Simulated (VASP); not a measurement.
# Al2BC3 (P-6m2) in VASP: further runs

Al2BC3 is run at these levels: PBE; tasks: single point, relaxation of cell and atoms.

Everything below comes from runs of VASP 6.6.1. Logs are shortened: lines on timing, memory, paths and dates and some standing lists are left out, and cuts for length are marked.

### 1 The cell of the first run

Symmetry: P-6m2, No. 187, hexagonal system. Conventional cell: a = 2.631 Å, b = 2.631 Å, c = 11.338 Å, α = 90.00°, β = 90.00°, γ = 120.00°. Within 3.4 Å of Al (site symmetry 3m) lie 3 C at 2.58 Å and 3 B at 2.58 Å and 6 Al at 2.63 Å. B (site symmetry -6m2) has 3 C at 1.52 Å within 2.0 Å. Within 2.0 Å of C (site symmetry -6m2) lie 3 C at 1.52 Å. C (site symmetry -6m2) has 3 B at 1.52 Å within 2.0 Å. Within 2.0 Å of C (site symmetry -6m2) lie 3 C at 1.52 Å.

### 2 Single point, PBE

The input, INCAR:

```
SYSTEM = Al2BC3
PREC = Accurate
ENCUT = 520
EDIFF = 1E-6
ISMEAR = 0
SIGMA = 0.1
LREAL = .FALSE.
LASPH = .TRUE.
NELM = 80
ALGO = Normal
ISIF = 2
LWAVE = .FALSE.
LCHARG = .FALSE.
GGA = PE
NBANDS = 20
```

The input, KPOINTS:

```
Automatic mesh
0
G
  6 6 4
  0 0 0
```

The input, POSCAR:

```
Al2BC3
1.0
    2.6309050528      0.0000000000      0.0000000000
   -1.3154525264      2.2784306107      0.0000000000
    0.0000000000      0.0000000000     11.3382669431
Al B C
2 1 3
Direct
    0.6666666667      0.3333333333      0.1837483456
    0.6666666667      0.3333333333      0.8162516544
    0.0000000000      0.0000000000      0.0000000000
    0.0000000000      0.0000000000      0.5000000000
    0.3333333333      0.6666666667      0.0000000000
    0.3333333333      0.6666666667      0.5000000000
```

Potentials or basis: VASP PAW PBE potentials, release 64 (Al, B, C).

Launch:

```
> cat potpaw_PBE.64/Al/POTCAR potpaw_PBE.64/B/POTCAR potpaw_PBE.64/C/POTCAR > POTCAR
> mpirun -np 1 vasp_std > vasp.out
```

OUTCAR:

```text
SYSTEM = Al2BC3
   PREC = Accurate
   ENCUT = 520
   EDIFF = 1E-6
   ISMEAR = 0
   LREAL = .FALSE.
   LASPH = .TRUE.
   NELM = 80
   ISIF = 2
   GGA = PE

 ion  position               nearest neighbor table
   1  0.667  0.333  0.184-   5 2.58   3 2.58   5 2.58   3 2.58   3 2.58   5 2.58
   2  0.667  0.333  0.816-   5 2.58   3 2.58   5 2.58   3 2.58   3 2.58   5 2.58
   3  0.000  0.000  0.000-   5 1.52   5 1.52   5 1.52   1 2.58   2 2.58   2 2.58   1 2.58   2 2.58
                             1 2.58
   4  0.000  0.000  0.500-   6 1.52   6 1.52   6 1.52
   5  0.333  0.667  0.000-   3 1.52   3 1.52   3 1.52   1 2.58   2 2.58   1 2.58   2 2.58   1 2.58
                             2 2.58
   6  0.333  0.667  0.500-   4 1.52   4 1.52   4 1.52

  LATTYP: Found a hexagonal cell.
 ALAT       =     2.6309050528
 C/A-ratio  =     4.3096450520

  Lattice vectors:

 A1 = (   2.6309050528,   0.0000000000,   0.0000000000)
 A2 = (  -1.3154525264,   2.2784306107,   0.0000000000)
 A3 = (   0.0000000000,   0.0000000000,  11.3382669431)

Analysis of symmetry for initial positions (statically):
=====================================================================
 Subroutine PRICEL returns:
 Original cell was already a primitive cell.

 Routine SETGRP: Setting up the symmetry group for a
 hexagonal supercell.

 Subroutine GETGRP returns: Found 12 space group operations
 (whereof 12 operations were pure point group operations)
 out of a pool of 24 trial point group operations.

The static configuration has the point symmetry D_3h.

Analysis of symmetry for dynamics (positions and initial velocities):
=====================================================================
 Subroutine PRICEL returns:
 Original cell was already a primitive cell.

 Routine SETGRP: Setting up the symmetry group for a
 hexagonal supercell.

 Subroutine GETGRP returns: Found 12 space group operations
 (whereof 12 operations were pure point group operations)
 out of a pool of 24 trial point group operations.

The dynamic configuration has the point symmetry D_3h.

 Subroutine INISYM returns: Found 12 space group operations
 (whereof 12 operations are pure point group operations),
 and found     1 'primitive' translations

----------------------------------------------------------------------------------------

                                     Primitive cell

  volume of cell :      67.9654

  direct lattice vectors                    reciprocal lattice vectors
     2.630905053  0.000000000  0.000000000     0.380097335  0.219449299  0.000000000
    -1.315452526  2.278430611  0.000000000     0.000000000  0.438898598  0.000000000
     0.000000000  0.000000000 11.338266943     0.000000000  0.000000000  0.088196900

  length of vectors
     2.630905053  2.630905053 11.338266943     0.438898598  0.438898598  0.088196900

  position of ions in fractional coordinates (direct lattice)
     0.666666667  0.333333333  0.183748346
     0.666666667  0.333333333  0.816251654
     0.000000000  0.000000000  0.000000000
     0.000000000  0.000000000  0.500000000
     0.333333333  0.666666667  0.000000000
     0.333333333  0.666666667  0.500000000

  ion indices of the primitive-cell ions
   primitive index   ion index
                 1           1
                 2           2
                 3           3
                 4           4
                 5           5
                 6           6

----------------------------------------------------------------------------------------

 KPOINTS: Automatic mesh

Automatic generation of k-mesh.
 Grid dimensions read from file:
 generate k-points for:    6    6    4

 Generating k-lattice:

  Cartesian coordinates                     Fractional coordinates (reciprocal lattice)
     0.063349556  0.036574883  0.000000000     0.166666667  0.000000000  0.000000000
     0.000000000  0.073149766  0.000000000     0.000000000  0.166666667  0.000000000
     0.000000000  0.000000000  0.022049225     0.000000000  0.000000000  0.250000000

  Length of vectors
     0.073149766  0.073149766  0.022049225

  Shift w.r.t. Gamma in fractional coordinates (k-lattice)
     0.000000000  0.000000000  0.000000000

 Subroutine IBZKPT returns following result:
 ===========================================

 Found     21 irreducible k-points:

 Following reciprocal coordinates:
            Coordinates               Weight
  0.000000  0.000000  0.000000      1.000000
  0.166667  0.000000  0.000000      6.000000
  0.333333  0.000000  0.000000      6.000000
  0.500000 -0.000000  0.000000      3.000000
  0.166667  0.166667  0.000000      6.000000
  0.333333  0.166667  0.000000     12.000000
[... 13 lines left out ...]
  0.333333  0.166667  0.500000     12.000000
  0.333333  0.333333  0.500000      2.000000
   k-points           NKPTS =     21   k-points in BZ     NKDIM =     21   number of bands    NBANDS=     20
   number of dos      NEDOS =    301   number of ions     NIONS =      6
   total plane-waves  NPLWV =  33600
   dimension x,y,z NGX =    20 NGY =   20 NGZ =   84
   dimension x,y,z NGXF=    40 NGYF=   40 NGZF=  168
   ions per type =               2   1   3
   NGX,Y,Z   is equivalent  to a cutoff of  12.64, 12.64, 12.32 a.u.
   NGXF,Y,Z  is equivalent  to a cutoff of  25.28, 25.28, 24.63 a.u.
 SYSTEM =  Al2BC3
   PREC   = accura    normal or accurate (medium, high low for compatibility)
   ISTART =      0    job   : 0-new  1-cont  2-samecut
   ICHARG =      2    charge: 1-file 2-atom 10-const
   ISPIN  =      1    spin polarized calculation?
   LNONCOLLINEAR =      F non collinear calculations
   LSORBIT =      F    spin-orbit coupling
   LASPH  =      T    aspherical Exc in radial PAW
   ENCUT  =  520.0 eV  38.22 Ry    6.18 a.u.   4.89  4.89 21.08*2*pi/ulx,y,z
   NELM   =     80;   NELMIN=  2; NELMDL= -5     # of ELM steps
   EDIFF  = 0.1E-05   stopping-criterion for ELM
   LREAL  =      F    real-space projection
   EDIFFG = 0.1E-04   stopping-criterion for IOM
   NSW    =      0    number of steps for IOM
   IBRION =     -1    ionic relax: 0-MD 1-quasi-New 2-CG
   NFREE  =      0    steps in history (QN), initial steepest desc. (CG)
   ISIF   =      2    stress and relaxation
   ISYM   =      2    0-nonsym 1-usesym 2-fastsym
   POTIM  = 0.5000    time-step for ionic-motion
   TEBEG  =    0.0;   TEEND  =   0.0 temperature during run
   PSTRESS=    0.0 pullay stress
   NELECT =      21.0000    total number of electrons
   NUPDOWN=      -1.0000    fix difference up-down
   EMIN   =  10.00;   EMAX   =-10.00  energy-range for DOS
   EFERMI =   0.00;   METHOD = LEGACY
   ISMEAR =     0;   SIGMA  =   0.10  broadening in eV -4-tet -1-fermi 0-gaus
   EFERMI_NEDOS =   21; number of points for ismear=-14 and -15
   IALGO  =     38    algorithm
   IMIX   =      4    mixing-type and parameters
     AMIX     =   0.40;   BMIX     =  1.00
     AMIX_MAG =   1.60;   BMIX_MAG =  1.00
  volume/ion in A,a.u.               =      11.33        76.44
  Fermi-wavevector in a.u.,A,eV,Ry     =   1.106756  2.091466 16.665909  1.224910
  Thomas-Fermi vector in A             =   2.243262
   LORBIT       =      0    0 simple, 1 ext, 2 COOP (PROOUT), +10 PAW based schemes
   GGA     = PE    functional components
   LHFCALC =     F    Hartree Fock is set to
   AEXX    =    0.0000 exact exchange contribution
   IVDW    =     0    specifies the selected vdW correction
   LEPSILON=     F    determine dielectric tensor
   LRPA    =     F    only Hartree local field effects (RPA)
 non-spin polarized calculation
 Gauss-broadening in eV      SIGMA  =   0.10
  energy-cutoff  :      520.00
  volume of cell :       67.97
 maximum number of plane-waves:      1866
 NGX is ok and might be reduce to    20
   NGX =  9   NGY =  9   NGZ = 43

 number of electron      21.0000000 magnetization

 Free energy of the ion-electron system (eV)
  ---------------------------------------------------
  ext. energy  EPLUGINS =         0.00000000
  ---------------------------------------------------
  free energy    TOTEN  =       -39.92451872 eV

  energy without entropy =      -39.91845008  energy(sigma->0) =      -39.92148440

 E-fermi :   6.3608     XC(G=0): -10.2152

 val. band max:        6.3196167553   @ k =   0.3333   0.3333   0.2500
 cond. band min:       6.3779234766   @ k =   0.3333   0.3333   0.5000
 fundamental gap:      0.0583067214
 Fermi energy:         6.3608401219

 k-point     1 :       0.0000    0.0000    0.0000
  band No.  band energies     occupation
      1     -11.9482      2.00000
      2     -10.4562      2.00000
      3      -4.7262      2.00000
      4      -1.8786      2.00000
      5      -0.7801      2.00000
      6       1.3794      2.00000
[... 12 lines left out ...]
     19      15.3224      0.00000
     20      16.6916      0.00000

 k-point     2 :       0.1667    0.0000    0.0000
  band No.  band energies     occupation
      1     -11.3657      2.00000
      2      -9.8552      2.00000
      3      -3.9610      2.00000
      4      -1.1386      2.00000
      5      -0.0935      2.00000
      6       0.9034      2.00000
[... 12 lines left out ...]
     19      15.6530      0.00000
     20      16.2294      0.00000

 k-point     3 :       0.3333    0.0000    0.0000
  band No.  band energies     occupation
      1      -9.6578      2.00000
      2      -8.1131      2.00000
      3      -2.9874      2.00000
      4      -1.7198      2.00000
      5      -0.9524      2.00000
      6       0.7640      2.00000
[... 12 lines left out ...]
     19      16.2050      0.00000
     20      16.2796      0.00000

 k-point     4 :       0.5000   -0.0000    0.0000
  band No.  band energies     occupation
      1      -7.5077      2.00000
      2      -6.1325      2.00000
      3      -5.9961      2.00000
      4      -3.8083      2.00000
      5       0.2270      2.00000
      6       1.0647      2.00000
[... 360 lines left out ...]
 k-point    20 :       0.3333    0.1667    0.5000
  band No.  band energies     occupation
      1      -8.0516      2.00000
      2      -6.5386      2.00000
      3      -4.6142      2.00000
      4      -2.4517      2.00000
      5      -1.2122      2.00000
      6       0.4001      2.00000
[... 12 lines left out ...]
     19      14.0280      0.00000
     20      14.8741      0.00000

 k-point    21 :       0.3333    0.3333    0.5000
  band No.  band energies     occupation
      1      -5.9291      2.00000
      2      -5.9285      2.00000
      3      -5.1445      2.00000
      4      -3.1276      2.00000
      5      -2.3327      2.00000
      6      -2.1140      2.00000
[... 12 lines left out ...]
     19      15.0016      0.00000
     20      15.3624      0.00000

------------------------ aborting loop because EDIFF is reached ----------------------------------------

  FORCE on cell =-STRESS in cart. coord.  units (eV):
  Direction    XX          YY          ZZ          XY          YZ          ZX
  --------------------------------------------------------------------------------------
  -------------------------------------------------------------------------------------
  Total        0.0312884      0.0312884      0.0911902      0.0000000      0.0000000      0.0000000
  in kB        0.7375753      0.7375753      2.1496663      0.0000000      0.0000000      0.0000000
  external PRESSURE =       1.2082723 kB  Pullay stress =       0.0000000 kB

 VOLUME and BASIS-vectors are now :
 -----------------------------------------------------------------------------
  energy-cutoff  :      520.00
  volume of cell :       67.97
      direct lattice vectors                 reciprocal lattice vectors
     2.630905053  0.000000000  0.000000000     0.380097335  0.219449299  0.000000000
    -1.315452526  2.278430611  0.000000000     0.000000000  0.438898598  0.000000000
     0.000000000  0.000000000 11.338266943     0.000000000  0.000000000  0.088196900

 POSITION                                       TOTAL-FORCE (eV/Angst)
 -----------------------------------------------------------------------------------
      1.31545      0.75948      2.08339         0.000000     -0.000000     -0.007765
      1.31545      0.75948      9.25488         0.000000     -0.000000      0.007765
      0.00000      0.00000      0.00000         0.000000      0.000000      0.000000
      0.00000      0.00000      5.66913        -0.000000      0.000000      0.000000
     -0.00000      1.51895      0.00000         0.000000      0.000000      0.000000
     -0.00000      1.51895      5.66913        -0.000000      0.000000      0.000000
 -----------------------------------------------------------------------------------
    total drift:                                0.000002     -0.000001     -0.000000

  FREE ENERGIE OF THE ION-ELECTRON SYSTEM (eV)
  ---------------------------------------------------
  free  energy   TOTEN  =       -39.9245187159 eV

  energy  without entropy=      -39.9184500786  energy(sigma->0) =      -39.92148440
```

It took 25 s on 1 thread of AMD EPYC 7R43 (Zen 3), shared host; peak memory 0.14 GiB.

What came out:

```
Free energy   : -39.9245 eV
Pressure      : 0.1 GPa
Largest force : 0.008 eV/Å
```

Forces on the atoms (eV/Å):
```
Al   0.000  0.000 -0.008
Al   0.000  0.000  0.008
B    0.000  0.000  0.000
C    0.000  0.000  0.000
C    0.000  0.000  0.000
C    0.000  0.000  0.000
```

Stress tensor (GPa, compression positive):
```
0.07 0.00 0.00
0.00 0.07 0.00
0.00 0.00 0.21
```

Levels at points of the mesh, in eV from the Fermi level:
| k point | band 7 | band 8 | band 9 | band 10 | band 11 | band 12 | band 13 | band 14 |
| --- | --- | --- | --- | --- | --- | --- | --- | --- |
| (0.00, 0.00, 0.00) | -3.32 | -3.32 | -0.98 | -0.98 | -0.25 | 3.24 | 6.85 | 6.85 |
| (0.50, 0.00, 0.00) | -4.14 | -3.15 | -2.47 | -2.32 | -0.86 | 0.37 | 0.85 | 2.66 |
| (0.00, 0.00, 0.50) | -3.32 | -3.32 | -0.98 | -0.98 | 0.41 | 2.26 | 6.85 | 6.85 |
| (0.50, 0.00, 0.50) | -4.14 | -3.14 | -2.76 | -1.96 | -0.98 | 0.28 | 1.23 | 2.15 |

Caveat: the k points lie up to 0.46 Å⁻¹ apart.

[end of part 1 of 2]
